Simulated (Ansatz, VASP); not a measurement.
Two plane-wave programs on ZnS

```
Zn S
1.0
     3.58959    0.00000    0.00000
    -1.79480    3.10868    0.00000
     0.00000    0.00000    5.88000
Zn S
2 2
Cartesian
  0.0000 0.0000 0.0000
  0.0000 0.0000 2.9400
  0.0000 2.0725 1.4700
  1.7948 1.0362 4.4100
```

Alike in both runs: task single point; functional r2SCAN; k mesh 12 × 12 × 4; no spin polarisation.

```csv
,VASP,Ansatz
version,VASP 6.6.1,Ansatz 0.2.0
potentials or method,"VASP PAW PBE potentials, release 64 (Zn, S)","plane waves, PAW"
plane-wave cutoff (eV),520,500
occupations,"gaussian, width 0.01 eV",fixed
valence electrons in the cell,36,36
```

|  | VASP | Ansatz | Ansatz less VASP |
| --- | --- | --- | --- |
| gap on the k mesh at the Fermi level (eV) | 0.81 | 0.82 | +0.005 |
| pressure (GPa) | 0.2 | 0.0 | -0.16 |
| traceless stress, the component that is largest in VASP (GPa) | -0.11 | 0.00 | +0.109 |

VASP's potentials were made for PBE, not for r2SCAN.
